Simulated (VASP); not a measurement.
# Au (Cmcm) in VASP: a series of runs

The runs below take Au through single point, with LDA.

Everything below comes from runs of VASP 6.6.1. Logs are shortened: lines on timing, memory, paths and dates and some standing lists are left out, and cuts for length are marked.

### Step 1. The cell of the first run

Symmetry: Cmcm, No. 63, orthorhombic system. Conventional cell: a = 2.872 Å, b = 5.201 Å, c = 4.979 Å, α = 90.00°, β = 90.00°, γ = 90.00°. Within 3.8 Å of Au (site symmetry m2m) lie 12 Au at 2.87 to 3.03 Å.

### Step 2. Single point, LDA

The input, INCAR:

```
  ALGO = Normal
  EDIFF = 1E-7
  ENCUT = 520
  GGA = CA
  ISIF = 2
  ISMEAR = 0
  LASPH = True
  LCHARG = False
  LREAL = False
  LWAVE = False
  NBANDS = 18
  NELM = 100
  PREC = Accurate
  SIGMA = 0.1
```

The input, KPOINTS:

```
k-points
0
Gamma
  12 12 6
```

The input, POSCAR:

```
Au
1.0
    1.4359666758     -2.6005840712      0.0000000000
    1.4359666758      2.6005840712      0.0000000000
    0.0000000000      0.0000000000      4.9786574592
Au
2
Direct
    0.6653300000      0.3346700000      0.2500000000
    0.3346700000      0.6653300000      0.7500000000
```

Potentials or basis: VASP PAW LDA potentials, release 64 (Au).

The run is started by

```
$ cat potpaw_LDA.64/Au/POTCAR > POTCAR
$ mpirun -np 1 vasp_std > vasp.out
```

OUTCAR:

```text
EDIFF = 1E-7
   ENCUT = 520
   GGA = CA
   ISIF = 2
   ISMEAR = 0
   LASPH = True
   LREAL = False
   NELM = 100
   PREC = Accurate

 ion  position               nearest neighbor table
   1  0.665  0.335  0.250-   2 3.01   2 3.01   2 3.01   2 3.01   2 3.03   2 3.03
   2  0.335  0.665  0.750-   1 3.01   1 3.01   1 3.01   1 3.01   1 3.03   1 3.03

  LATTYP: Found a base centered orthorhombic cell.
 ALAT       =     2.8719333516
 B/A-ratio  =     1.8110337204
 C/A-ratio  =     1.7335560578

  Lattice vectors:

 A1 = (   1.4359666758,  -2.6005840712,   0.0000000000)
 A2 = (   1.4359666758,   2.6005840712,   0.0000000000)
 A3 = (   0.0000000000,   0.0000000000,   4.9786574592)

Analysis of symmetry for initial positions (statically):
=====================================================================
 Subroutine PRICEL returns:
 Original cell was already a primitive cell.

 Routine SETGRP: Setting up the symmetry group for a
 base centered orthorhombic supercell.

 Subroutine GETGRP returns: Found  8 space group operations
 (whereof  4 operations were pure point group operations)
 out of a pool of  8 trial point group operations.

The static configuration has the point symmetry C_2h.
 The point group associated with its full space group is D_2h.

Analysis of symmetry for dynamics (positions and initial velocities):
=====================================================================
 Subroutine PRICEL returns:
 Original cell was already a primitive cell.

 Routine SETGRP: Setting up the symmetry group for a
 base centered orthorhombic supercell.

 Subroutine GETGRP returns: Found  8 space group operations
 (whereof  4 operations were pure point group operations)
 out of a pool of  8 trial point group operations.

The dynamic configuration has the point symmetry C_2h.
 The point group associated with its full space group is D_2h.

 Subroutine INISYM returns: Found  8 space group operations
 (whereof  4 operations are pure point group operations),
 and found     1 'primitive' translations

----------------------------------------------------------------------------------------

                                     Primitive cell

  volume of cell :      37.1841

  direct lattice vectors                    reciprocal lattice vectors
     1.435966676 -2.600584071  0.000000000     0.348197495 -0.192264501  0.000000000
     1.435966676  2.600584071  0.000000000     0.348197495  0.192264501  0.000000000
[... 84 lines left out ...]
   NELM   =    100;   NELMIN=  2; NELMDL= -5     # of ELM steps
   EDIFF  = 0.1E-06   stopping-criterion for ELM
   LREAL  =      F    real-space projection
   EDIFFG = 0.1E-05   stopping-criterion for IOM
   NSW    =      0    number of steps for IOM
   IBRION =     -1    ionic relax: 0-MD 1-quasi-New 2-CG
   NFREE  =      0    steps in history (QN), initial steepest desc. (CG)
   ISIF   =      2    stress and relaxation
   ISYM   =      2    0-nonsym 1-usesym 2-fastsym
   POTIM  = 0.5000    time-step for ionic-motion
   TEBEG  =    0.0;   TEEND  =   0.0 temperature during run
   PSTRESS=    0.0 pullay stress
   NELECT =      22.0000    total number of electrons
   NUPDOWN=      -1.0000    fix difference up-down
   EMIN   =  10.00;   EMAX   =-10.00  energy-range for DOS
   EFERMI =   0.00;   METHOD = LEGACY
   ISMEAR =     0;   SIGMA  =   0.10  broadening in eV -4-tet -1-fermi 0-gaus
   EFERMI_NEDOS =   21; number of points for ismear=-14 and -15
   IALGO  =     38    algorithm
   IMIX   =      4    mixing-type and parameters
     AMIX     =   0.40;   BMIX     =  1.00
     AMIX_MAG =   1.60;   BMIX_MAG =  1.00
  volume/ion in A,a.u.               =      18.59       125.47
  Fermi-wavevector in a.u.,A,eV,Ry     =   1.374348  2.597140 25.699107  1.888831
  Thomas-Fermi vector in A             =   2.499782
   LORBIT       =      0    0 simple, 1 ext, 2 COOP (PROOUT), +10 PAW based schemes
   GGA     = CA    functional components
   LHFCALC =     F    Hartree Fock is set to
   AEXX    =    0.0000 exact exchange contribution
   IVDW    =     0    specifies the selected vdW correction
   LEPSILON=     F    determine dielectric tensor
   LRPA    =     F    only Hartree local field effects (RPA)
 non-spin polarized calculation
 Gauss-broadening in eV      SIGMA  =   0.10
  energy-cutoff  :      520.00
  volume of cell :       37.18
 maximum number of plane-waves:      1026
 NGX is ok and might be reduce to    24
   NGX = 11   NGY = 11   NGZ = 19

 number of electron      22.0000004 magnetization

 Free energy of the ion-electron system (eV)
  ---------------------------------------------------
  ext. energy  EPLUGINS =         0.00000000
  ---------------------------------------------------
  free energy    TOTEN  =        -8.66118187 eV

  energy without entropy =       -8.65749436  energy(sigma->0) =       -8.65933812

 E-fermi :   7.8275     XC(G=0): -12.4819

 val. band max:        7.8020939782   @ k =   0.5000   0.4167   0.3333
 cond. band min:       7.8648944012   @ k =  -0.0833   0.0833   0.0000
 fundamental gap:      0.0628004230
 Fermi energy:         7.8275265495

 k-point     1 :       0.0000    0.0000    0.0000
  band No.  band energies     occupation
      1      -1.1541      2.00000
      2       1.1565      2.00000
      3       3.3833      2.00000
      4       3.4303      2.00000
      5       3.7393      2.00000
      6       3.9703      2.00000
[... 481 lines left out ...]
      5       3.6334      2.00000
      6       3.8347      2.00000
[... 10 lines left out ...]
     17      21.8144      0.00000
     18      22.2337      0.00000

 [... further k-points ...]

------------------------ aborting loop because EDIFF is reached ----------------------------------------

  FORCE on cell =-STRESS in cart. coord.  units (eV):
  Direction    XX          YY          ZZ          XY          YZ          ZX
  --------------------------------------------------------------------------------------
  -------------------------------------------------------------------------------------
  Total       -3.6550697     -3.4902083     -3.3703326      0.0000000      0.0000000      0.0000000
  in kB     -157.4884615   -150.3849692   -145.2198017      0.0000000      0.0000000      0.0000000
  external PRESSURE =    -151.0310775 kB  Pullay stress =       0.0000000 kB

 VOLUME and BASIS-vectors are now :
 -----------------------------------------------------------------------------
  energy-cutoff  :      520.00
  volume of cell :       37.18
      direct lattice vectors                 reciprocal lattice vectors
     1.435966676 -2.600584071  0.000000000     0.348197495 -0.192264501  0.000000000
     1.435966676  2.600584071  0.000000000     0.348197495  0.192264501  0.000000000
     0.000000000  0.000000000  4.978657459     0.000000000  0.000000000  0.200857361

 POSITION                                       TOTAL-FORCE (eV/Angst)
 -----------------------------------------------------------------------------------
      1.43597     -0.85991      1.24466         0.000000     -0.003909      0.000000
      1.43597      0.85991      3.73399         0.000000      0.003909     -0.000000
 -----------------------------------------------------------------------------------
    total drift:                                0.000000      0.000000      0.000000

  FREE ENERGIE OF THE ION-ELECTRON SYSTEM (eV)
  ---------------------------------------------------
  free  energy   TOTEN  =        -8.6611818695 eV

  energy  without entropy=       -8.6574943648  energy(sigma->0) =       -8.65933812
```

stdout:

```text
POSCAR found type information on POSCAR Au
 POSCAR found :  1 types and       2 ions
 scaLAPACK will be used
 LDA part: xc-table for (Slater(with rela. corr.)+CA(PZ))
 , standard interpolation
 POSCAR, INCAR and KPOINTS ok, starting setup
 FFT: planning ... GRIDC
 FFT: planning ... GRID_SOFT
 FFT: planning ... GRID
 WAVECAR not read
 entering main loop
```

Wall time 26 s (1 thread of Intel Xeon 6975P-C (Granite Rapids), shared host); peak memory 0.21 GiB.

Results:

```
Free energy            : -8.6612 eV
Pressure               : -15.1 GPa
Largest force          : 0.004 eV/Å
Band gap on the k mesh : zero (band 11 reaches 11.60 eV, above the bottom of band 12 at 5.43 eV)
```

Forces on the atoms (eV/Å):
```
Au   0.000 -0.004  0.000
Au   0.000  0.004  0.000
```

Stress tensor (GPa, compression positive):
```
-15.75   0.00   0.00
  0.00 -15.04   0.00
  0.00   0.00 -14.52
```

Caveat: spin-orbit coupling is left out, which moves the levels of the heavy elements.

### Step 3. Single point, LDA

This run uses another cell than the first one, of 19.06 Å³/atom, 1.025 times its volume.

The input, INCAR:

```
SYSTEM = Au
ALGO = Normal ; EDIFF = 1E-7
ENCUT = 520 ; ISIF = 2
ISMEAR = 0 ; LASPH = .TRUE.
LCHARG = .TRUE. ; LELF = .TRUE.
LREAL = .FALSE. ; LVHAR = .TRUE.
LWAVE = .FALSE. ; NBANDS = 18
NELM = 60 ; PREC = Accurate
SIGMA = 0.1
```

The input, KPOINTS:

```
k-points
0
G
  12 12 6
  0 0 0
```

The input, POSCAR:

```
Au
1.0
    1.4479836920     -2.6223472928      0.0000000000
    1.4479836920      2.6223472928      0.0000000000
    0.0000000000      0.0000000000      5.0203218018
Au
2
Direct
    0.6653300000      0.3346700000      0.2500000000
    0.3346700000      0.6653300000      0.7500000000
```

Potentials or basis: VASP PAW LDA potentials, release 64 (Au).

The run is started by

```
$ cat potpaw_LDA.64/Au/POTCAR > POTCAR
$ mpirun -np 1 vasp_std > vasp.out
```

Wall time 26 s (1 thread of Intel Xeon 6975P-C (Granite Rapids), shared host); peak memory 0.21 GiB.

The run converged. Its results:

```
Free energy            : -8.5666 eV
Pressure               : -17.2 GPa
Largest force          : 0.006 eV/Å
Band gap on the k mesh : zero (band 11 reaches 11.10 eV, above the bottom of band 12 at 5.09 eV)
```

Forces in eV/Å, atoms in the order of the input:
```
Au   0.000 -0.006  0.000
Au   0.000  0.006  0.000
```

Stress tensor (GPa, compression positive):
```
-18.08   0.00   0.00
  0.00 -17.11   0.00
  0.00   0.00 -16.52
```

Levels at points of the mesh, in eV from the Fermi level:
```
           k point  band 9  band 10  band 11  band 12  band 13  band 14
(0.00, 0.00, 0.00)   -3.05    -2.05    -2.00    -0.68     2.08    14.53
(0.50, 0.00, 0.00)   -1.74    -1.60     0.52     1.55     5.50     6.66
(0.50, 0.50, 0.00)   -1.81    -1.65     0.25     1.11     5.15     6.23
(0.00, 0.00, 0.50)   -2.47    -2.47    -2.35    -2.35     9.71     9.71
(0.50, 0.00, 0.50)   -1.64    -1.64     0.83     0.83     3.62     3.62
(0.50, 0.50, 0.50)   -1.71    -1.71     0.48     0.48     3.11     3.11
```

Caveat: spin-orbit coupling is left out, which moves the levels of the heavy elements.
